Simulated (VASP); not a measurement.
Here is a VASP 6.6.1 calculation.

File INCAR:

```
PREC     = Accurate       # precision mode
ENCUT    = 520            # plane-wave cutoff, eV
EDIFF    = 1E-6           # SCF threshold, eV
ISMEAR   = 0              # smearing method
SIGMA    = 0.02           # smearing width, eV
LREAL    = False          # projectors in reciprocal space
LASPH    = True           # aspherical terms in the spheres
NELM     = 60             # most SCF steps
ALGO     = Normal         # electronic algorithm
ISIF     = 2              # what is computed and relaxed
LWAVE    = False          # write WAVECAR
LCHARG   = False          # write CHGCAR
GGA      = PE             # functional
IVDW     = 12             # dispersion correction
NBANDS   = 11             # bands
```

KPOINTS

```
regular mesh
0
Gamma
  12 12 12
```

POSCAR

```
BN
1.0
    0.0000000000      3.0622337088      2.1588738100
    1.2500396915      0.0000000000      2.1588738100
    1.2500396915      3.0622337088      0.0000000000
B N
1 1
Direct
    0.0001975413      0.0001975413      0.9998024587
    0.6665024487      0.6665024487      0.3334975513
```

Potentials or basis: VASP PAW PBE potentials, release 64 (B, N).

Command:

```console
$ cat potpaw_PBE.64/B/POTCAR potpaw_PBE.64/N/POTCAR > POTCAR
$ mpirun -np 1 vasp_std > vasp.out
```

(1) What does it give for the band gap on the k mesh?

(2) What does it give for the largest force?

Results:

(1) 3.10 eV (least direct gap 4.56 eV).

(2) 0.003 eV/Å.
